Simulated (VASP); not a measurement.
# Ba2Tl5V3O12 (P-3m1) in VASP: notebook

The runs below take Ba2Tl5V3O12 through single point, with PBE.

Program: VASP 6.6.1. These are calculated values, not measurements. Logs are shortened: lines on timing, memory, paths and dates and some standing lists are left out, and cuts for length are marked.

## (1) The cell of the first run

It takes space group P-3m1 (No. 164, trigonal). The conventional cell has a = 8.154 Å, b = 8.154 Å, c = 6.921 Å, α = 90.00°, β = 90.00°, γ = 120.00°. Within 3.7 Å of Ba (site symmetry 3m) lie 6 O at 2.80 Å and 2 Ba at 3.26 to 3.66 Å. Within 2.4 Å of V (site symmetry 2/m) lie 4 O at 1.82 Å. Tl (site symmetry 2/m) has 4 O at 2.53 Å and 2 Tl at 3.03 Å within 3.3 Å. Within 3.6 Å of Tl (site symmetry 3m) lie 6 O at 2.73 Å and 3 V at 2.82 Å and 3 Tl at 3.03 Å. O (site symmetry 1) has 1 V at 1.82 Å within 2.4 Å.

## (2) Single point, PBE

The input, INCAR:

```
  ALGO = Normal
  EDIFF = 1E-6
  ENCUT = 600
  GGA = PE
  GGA_COMPAT = F
  ISIF = 2
  ISMEAR = 0
  KPAR = 4
  LASPH = T
  LCHARG = F
  LREAL = F
  LWAVE = F
  NBANDS = 115
  NELM = 120
  PREC = Accurate
  SIGMA = 0.1
```

The input, KPOINTS:

```
k-points
0
Gamma
  6 6 6
```

The input, POSCAR:

```
Ba2Tl5V3O12
1.0
    8.1542137957      0.0000000000      0.0000000000
   -4.0771068978      7.0617562949      0.0000000000
    0.0000000000      0.0000000000      6.9212780000
Ba V Tl O
2 3 5 12
Direct
    0.0000000000      0.0000000000      0.2355200000
    0.0000000000      0.0000000000      0.7644800000
    0.5000000000      0.0000000000      0.0000000000
    0.0000000000      0.5000000000      0.0000000000
    0.5000000000      0.5000000000      0.0000000000
    0.5000000000      0.0000000000      0.5000000000
    0.0000000000      0.5000000000      0.5000000000
    0.5000000000      0.5000000000      0.5000000000
    0.3333333333      0.6666666667      0.2248920000
    0.6666666667      0.3333333333      0.7751080000
    0.3388990000      0.3433360000      0.8144420000
    0.6566640000      0.9955630000      0.8144420000
    0.0044370000      0.6611010000      0.8144420000
    0.3433360000      0.3388990000      0.1855580000
    0.9955630000      0.6566640000      0.1855580000
    0.6611010000      0.0044370000      0.1855580000
    0.6611010000      0.6566640000      0.1855580000
    0.3433360000      0.0044370000      0.1855580000
    0.9955630000      0.3388990000      0.1855580000
    0.6566640000      0.6611010000      0.8144420000
    0.0044370000      0.3433360000      0.8144420000
    0.3388990000      0.9955630000      0.8144420000
```

Potentials or basis: VASP PAW PBE potentials, release 64 (Ba_sv, V_sv, Tl_d, O).

The run is started by

```
> cat potpaw_PBE.64/Ba_sv/POTCAR potpaw_PBE.64/V_sv/POTCAR potpaw_PBE.64/Tl_d/POTCAR potpaw_PBE.64/O/POTCAR > POTCAR
> mpirun -np 4 vasp_std > vasp.out
```

OUTCAR:

```text
EDIFF = 1E-6
   ENCUT = 600
   GGA = PE
   ISIF = 2
   ISMEAR = 0
   LASPH = T
   LREAL = F
   NELM = 120
   PREC = Accurate

 ion  position               nearest neighbor table
   1  0.000  0.000  0.236-  15 2.80  19 2.80  17 2.80  14 2.80  16 2.80  18 2.80   2 3.26   2 3.66

   2  0.000  0.000  0.764-  21 2.80  13 2.80  11 2.80  20 2.80  22 2.80  12 2.80   1 3.26   1 3.66

   3  0.500  0.000  0.000-  12 1.82  18 1.82  16 1.82  22 1.82   9 2.82  10 2.82   6 3.46   6 3.46
[... 13 lines left out ...]
  10  0.667  0.333  0.775-  12 2.73  21 2.73  22 2.73  13 2.73  20 2.73  11 2.73   3 2.82   4 2.82
                             5 2.82   6 3.03   7 3.03   8 3.03
  11  0.339  0.343  0.814-   5 1.82   8 2.53  10 2.73   2 2.80
  12  0.657  0.996  0.814-   3 1.82   6 2.53  10 2.73   2 2.80
  13  0.004  0.661  0.814-   4 1.82   7 2.53  10 2.73   2 2.80
  14  0.343  0.339  0.186-   5 1.82   8 2.53   9 2.73   1 2.80
  15  0.996  0.657  0.186-   4 1.82   7 2.53   9 2.73   1 2.80
  16  0.661  0.004  0.186-   3 1.82   6 2.53   9 2.73   1 2.80
  17  0.661  0.657  0.186-   5 1.82   8 2.53   9 2.73   1 2.80
  18  0.343  0.004  0.186-   3 1.82   6 2.53   9 2.73   1 2.80
  19  0.996  0.339  0.186-   4 1.82   7 2.53   9 2.73   1 2.80
  20  0.657  0.661  0.814-   5 1.82   8 2.53  10 2.73   2 2.80
  21  0.004  0.343  0.814-   4 1.82   7 2.53  10 2.73   2 2.80
  22  0.339  0.996  0.814-   3 1.82   6 2.53  10 2.73   2 2.80

  LATTYP: Found a hexagonal cell.
 ALAT       =     8.1542137957
 C/A-ratio  =     0.8487977104

  Lattice vectors:

 A1 = (   8.1542137957,   0.0000000000,   0.0000000000)
 A2 = (  -4.0771068978,   7.0617562949,   0.0000000000)
 A3 = (   0.0000000000,   0.0000000000,   6.9212780000)

Analysis of symmetry for initial positions (statically):
=====================================================================
 Subroutine PRICEL returns:
 Original cell was already a primitive cell.

 Routine SETGRP: Setting up the symmetry group for a
 hexagonal supercell.

 Subroutine GETGRP returns: Found 12 space group operations
 (whereof 12 operations were pure point group operations)
 out of a pool of 24 trial point group operations.

The static configuration has the point symmetry D_3d.

Analysis of symmetry for dynamics (positions and initial velocities):
=====================================================================
 Subroutine PRICEL returns:
 Original cell was already a primitive cell.

 Routine SETGRP: Setting up the symmetry group for a
 hexagonal supercell.

 Subroutine GETGRP returns: Found 12 space group operations
 (whereof 12 operations were pure point group operations)
 out of a pool of 24 trial point group operations.

The dynamic configuration has the point symmetry D_3d.

 Subroutine INISYM returns: Found 12 space group operations
 (whereof 12 operations are pure point group operations),
 and found     1 'primitive' translations

----------------------------------------------------------------------------------------

                                     Primitive cell

  volume of cell :     398.5484

  direct lattice vectors                    reciprocal lattice vectors
     8.154213796  0.000000000  0.000000000     0.122635980  0.070803916  0.000000000
    -4.077106898  7.061756295  0.000000000     0.000000000  0.141607832  0.000000000
     0.000000000  0.000000000  6.921278000     0.000000000  0.000000000  0.144481987

  length of vectors
     8.154213796  8.154213796  6.921278000     0.141607832  0.141607832  0.144481987

  position of ions in fractional coordinates (direct lattice)
     0.000000000  0.000000000  0.235520000
     0.000000000  0.000000000  0.764480000
     0.500000000  0.000000000  0.000000000
     0.000000000  0.500000000  0.000000000
     0.500000000  0.500000000  0.000000000
     0.500000000  0.000000000  0.500000000
[... 14 lines left out ...]
     0.004437000  0.343336000  0.814442000
     0.338899000  0.995563000  0.814442000

  ion indices of the primitive-cell ions
   primitive index   ion index
                 1           1
                 2           2
                 3           3
                 4           4
                 5           5
                 6           6
[... 14 lines left out ...]
                21          21
                22          22

----------------------------------------------------------------------------------------

 KPOINTS: k-points

Automatic generation of k-mesh.
 Grid dimensions read from file:
 generate k-points for:    6    6    6

 Generating k-lattice:

  Cartesian coordinates                     Fractional coordinates (reciprocal lattice)
     0.020439330  0.011800653  0.000000000     0.166666667 -0.000000000  0.000000000
     0.000000000  0.023601305  0.000000000     0.000000000  0.166666667  0.000000000
     0.000000000  0.000000000  0.024080331     0.000000000  0.000000000  0.166666667

  Length of vectors
     0.023601305  0.023601305  0.024080331

  Shift w.r.t. Gamma in fractional coordinates (k-lattice)
     0.000000000  0.000000000  0.000000000

 Subroutine IBZKPT returns following result:
 ===========================================

 Found     34 irreducible k-points:

 Following reciprocal coordinates:
            Coordinates               Weight
  0.000000  0.000000  0.000000      1.000000
  0.166667  0.000000  0.000000      6.000000
  0.333333  0.000000  0.000000      6.000000
  0.500000  0.000000  0.000000      3.000000
  0.166667  0.166667  0.000000      6.000000
  0.333333  0.166667  0.000000     12.000000
[... 16 lines left out ...]
  0.500000  0.000000  0.333333      6.000000
  0.166667  0.166667  0.333333     12.000000
 [... further k-points ...]
   k-points           NKPTS =     34   k-points in BZ     NKDIM =     34   number of bands    NBANDS=    115
   number of dos      NEDOS =    301   number of ions     NIONS =     22
   total plane-waves  NPLWV = 274400
   dimension x,y,z NGX =    70 NGY =   70 NGZ =   56
   dimension x,y,z NGXF=   140 NGYF=  140 NGZF=  112
   ions per type =               2   3   5  12
   NGX,Y,Z   is equivalent  to a cutoff of  14.27, 14.27, 13.45 a.u.
   NGXF,Y,Z  is equivalent  to a cutoff of  28.54, 28.54, 26.90 a.u.
 SYSTEM =  unknown system
   PREC   = accura    normal or accurate (medium, high low for compatibility)
   ISTART =      0    job   : 0-new  1-cont  2-samecut
   ICHARG =      2    charge: 1-file 2-atom 10-const
   ISPIN  =      1    spin polarized calculation?
   LNONCOLLINEAR =      F non collinear calculations
   LSORBIT =      F    spin-orbit coupling
   LASPH  =      T    aspherical Exc in radial PAW
   ENCUT  =  600.0 eV  44.10 Ry    6.64 a.u.  16.29 16.29 13.82*2*pi/ulx,y,z
   NELM   =    120;   NELMIN=  2; NELMDL= -5     # of ELM steps
   EDIFF  = 0.1E-05   stopping-criterion for ELM
   LREAL  =      F    real-space projection
   EDIFFG = 0.1E-04   stopping-criterion for IOM
   NSW    =      0    number of steps for IOM
   IBRION =     -1    ionic relax: 0-MD 1-quasi-New 2-CG
   NFREE  =      0    steps in history (QN), initial steepest desc. (CG)
   ISIF   =      2    stress and relaxation
   ISYM   =      2    0-nonsym 1-usesym 2-fastsym
   POTIM  = 0.5000    time-step for ionic-motion
   TEBEG  =    0.0;   TEEND  =   0.0 temperature during run
   PSTRESS=    0.0 pullay stress
   NELECT =     196.0000    total number of electrons
   NUPDOWN=      -1.0000    fix difference up-down
   EMIN   =  10.00;   EMAX   =-10.00  energy-range for DOS
   EFERMI =   0.00;   METHOD = LEGACY
   ISMEAR =     0;   SIGMA  =   0.10  broadening in eV -4-tet -1-fermi 0-gaus
   EFERMI_NEDOS =   21; number of points for ismear=-14 and -15
   IALGO  =     38    algorithm
   IMIX   =      4    mixing-type and parameters
     AMIX     =   0.40;   BMIX     =  1.00
     AMIX_MAG =   1.60;   BMIX_MAG =  1.00
  volume/ion in A,a.u.               =      18.12       122.25
  Fermi-wavevector in a.u.,A,eV,Ry     =   1.292210  2.441923 22.719105  1.669807
  Thomas-Fermi vector in A             =   2.423932
   LORBIT       =      0    0 simple, 1 ext, 2 COOP (PROOUT), +10 PAW based schemes
   GGA     = PE    functional components
   LHFCALC =     F    Hartree Fock is set to
   AEXX    =    0.0000 exact exchange contribution
   IVDW    =     0    specifies the selected vdW correction
   LEPSILON=     F    determine dielectric tensor
   LRPA    =     F    only Hartree local field effects (RPA)
 non-spin polarized calculation
 Gauss-broadening in eV      SIGMA  =   0.10
  energy-cutoff  :      600.00
  volume of cell :      398.55
 maximum number of plane-waves:     13342
 NGX is ok and might be reduce to    70
   NGX = 33   NGY = 33   NGZ = 27

 number of electron     195.9999980 magnetization

 Free energy of the ion-electron system (eV)
  ---------------------------------------------------
  ext. energy  EPLUGINS =         0.00000000
  ---------------------------------------------------
  free energy    TOTEN  =      -127.81946314 eV

  energy without entropy =     -127.80449975  energy(sigma->0) =     -127.81198144

 E-fermi :   3.5563     XC(G=0):  -9.6604

 val. band max:        3.4412357625   @ k =   0.1667   0.1667   0.5000
 cond. band min:       3.5696743336   @ k =   0.1667   0.0000   0.5000
 fundamental gap:      0.1284385712
 Fermi energy:         3.5563205225

 k-point     1 :       0.0000    0.0000    0.0000
  band No.  band energies     occupation
      1     -61.3465      2.00000
      2     -61.3463      2.00000
      3     -61.3463      2.00000
      4     -35.2670      2.00000
      5     -35.2636      2.00000
      6     -35.2636      2.00000
[... 2701 lines left out ...]
    109       5.6327      0.00000
    110       5.7697      0.00000

 [... further k-points ...]

 [bands above 110 left out]

------------------------ aborting loop because EDIFF is reached ----------------------------------------

  FORCE on cell =-STRESS in cart. coord.  units (eV):
  Direction    XX          YY          ZZ          XY          YZ          ZX
  --------------------------------------------------------------------------------------
  -------------------------------------------------------------------------------------
  Total        1.2441704      1.2441704      1.0707275      0.0000000     -0.0000000     -0.0000000
  in kB        5.0016045      5.0016045      4.3043583      0.0000000     -0.0000000     -0.0000000
  external PRESSURE =       4.7691891 kB  Pullay stress =       0.0000000 kB

 VOLUME and BASIS-vectors are now :
 -----------------------------------------------------------------------------
  energy-cutoff  :      600.00
  volume of cell :      398.55
      direct lattice vectors                 reciprocal lattice vectors
     8.154213796  0.000000000  0.000000000     0.122635980  0.070803916  0.000000000
    -4.077106898  7.061756295  0.000000000     0.000000000  0.141607832  0.000000000
     0.000000000  0.000000000  6.921278000     0.000000000  0.000000000  0.144481987

 POSITION                                       TOTAL-FORCE (eV/Angst)
 -----------------------------------------------------------------------------------
      0.00000      0.00000      1.63010        -0.000000      0.000000      0.113757
      0.00000      0.00000      5.29118        -0.000000      0.000000     -0.113757
      4.07711      0.00000      0.00000        -0.000000      0.000000     -0.000000
     -2.03855      3.53088      0.00000        -0.000000      0.000000     -0.000000
      2.03855      3.53088      0.00000        -0.000000      0.000000     -0.000000
      4.07711      0.00000      3.46064        -0.000000      0.000000     -0.000000
[... 14 lines left out ...]
     -1.36364      2.42456      5.63698         0.010404     -0.010184     -0.055297
     -1.29556      7.03042      5.63698        -0.014022     -0.003918     -0.055297
 -----------------------------------------------------------------------------------
    total drift:                                0.000000     -0.000000      0.000000

  FREE ENERGIE OF THE ION-ELECTRON SYSTEM (eV)
  ---------------------------------------------------
  free  energy   TOTEN  =      -127.8194631425 eV

  energy  without entropy=     -127.8044997474  energy(sigma->0) =     -127.81198144
```

It took 13 min on 4 MPI ranks of AMD EPYC 9R45 (Zen 5), shared host; peak memory 1.6 GiB.

Results:

```yaml
Free_energy: -127.8195 eV
Pressure: 0.5 GPa
Largest_force: 0.114 eV/Å
Band_gap_on_the_k_mesh: zero (band 98 reaches 4.11 eV, above the bottom of band 99 at 3.14 eV)
```

Forces in eV/Å, atoms in the order of the input:
```
Ba   0.000  0.000  0.114
Ba   0.000  0.000 -0.114
V    0.000  0.000  0.000
V    0.000  0.000  0.000
V    0.000  0.000  0.000
Tl   0.000  0.000  0.000
Tl   0.000  0.000  0.000
Tl   0.000  0.000  0.000
Tl   0.000  0.000  0.003
Tl   0.000  0.000 -0.003
O   -0.010 -0.010 -0.055
O    0.014 -0.004 -0.055
O   -0.004  0.014 -0.055
O   -0.004 -0.014  0.055
O   -0.010  0.010  0.055
O    0.014  0.004  0.055
O    0.010  0.010  0.055
O   -0.014  0.004  0.055
O    0.004 -0.014  0.055
O    0.004  0.014 -0.055
O    0.010 -0.010 -0.055
O   -0.014 -0.004 -0.055
```

Caveat: spin-orbit coupling is left out, which moves the levels of the heavy elements; the run has no spin polarisation, though such a crystal can be magnetic; semilocal functionals often make such compounds metallic where correlation or magnetic order opens a gap, which also shifts bond lengths.

## (3) Single point, PBE, collinear spin, ferromagnetic start

The input, INCAR:

```
PREC = Accurate ; ENCUT = 600
EDIFF = 1E-6 ; ISMEAR = 0
SIGMA = 0.1 ; LREAL = F
LASPH = T ; NELM = 200
ALGO = Normal ; ISIF = 2
LWAVE = F ; LCHARG = F
ISPIN = 2 ; MAGMOM = 0 0 2 2 2 0 0 0 0 0 0 0 0 0 0 0 0 0 0 0 0 0
LORBIT = 11 ; LMAXMIX = 4
GGA = PE ; NBANDS = 119
GGA_COMPAT = F ; KPAR = 4
```

The input, KPOINTS:

```
regular mesh
0
Gamma
  3 3 4
```

POSCAR is that of step 2.

Potentials or basis: VASP PAW PBE potentials, release 64 (Ba_sv, V_sv, Tl_d, O).

The run is started by

```
> cat potpaw_PBE.64/Ba_sv/POTCAR potpaw_PBE.64/V_sv/POTCAR potpaw_PBE.64/Tl_d/POTCAR potpaw_PBE.64/O/POTCAR > POTCAR
> mpirun -np 4 vasp_std > vasp.out
```

Run time: 8.9 min. Hardware: 4 MPI ranks of Intel Xeon 6975P-C (Granite Rapids), shared host; peak memory 1.4 GiB.

Results (log left out):

* Free energy: -127.7421 eV
* Pressure: 0.7 GPa
* Largest force: 0.108 eV/Å
* Band gap on the k mesh: zero (filled and empty bands overlap)
* Net moment: 0.00 μB per cell
* Valence electrons inside the program's atomic spheres: Ba 7.85; V 11.67; Tl 11.13, 11.25; O 4.93

Forces on the atoms (eV/Å):
```
Ba   0.000  0.000  0.108
Ba   0.000  0.000 -0.108
V    0.000  0.000  0.000
V    0.000  0.000  0.000
V    0.000  0.000  0.000
Tl   0.000  0.000  0.000
Tl   0.000  0.000  0.000
Tl   0.000  0.000  0.000
Tl   0.000  0.000 -0.030
Tl   0.000  0.000  0.030
O    0.040 -0.005 -0.011
O   -0.016  0.037 -0.011
O   -0.024 -0.032 -0.011
O   -0.024  0.032  0.011
O    0.040  0.005  0.011
O   -0.016 -0.037  0.011
O   -0.040  0.005  0.011
O    0.016 -0.037  0.011
O    0.024  0.032  0.011
O    0.024 -0.032 -0.011
O   -0.040 -0.005 -0.011
O    0.016  0.037 -0.011
```

Stress tensor (GPa, compression positive):
```
0.40 0.00 0.00
0.00 0.40 0.00
0.00 0.00 1.27
```

Levels at points of the mesh, in eV from the Fermi level:
Spin up:
```
           k point  band 96  band 97  band 98  band 99  band 100  band 101
(0.00, 0.00, 0.00)    -0.48    -0.36    -0.12     0.17      0.76      0.76
(0.00, 0.00, 0.50)    -0.34     0.30     0.73     0.73      0.76      0.76
```
Spin down:
```csv
k point,band 94,band 95,band 96,band 97,band 98,band 99,band 100,band 101,band 102,band 103
"(0.00, 0.00, 0.00)",-0.69,-0.48,-0.48,-0.36,-0.12,0.17,0.76,0.76,0.90,1.44
"(0.00, 0.00, 0.50)",-0.64,-0.56,-0.34,0.30,0.73,0.73,0.76,0.76,1.57,1.79
```

Caveat: spin-orbit coupling is left out, which moves the levels of the heavy elements; semilocal functionals often make such compounds metallic where correlation or magnetic order opens a gap, which also shifts bond lengths. With open d or f shells a metallic result of PBE can be an artefact of self-interaction; +U or a hybrid may open a gap.
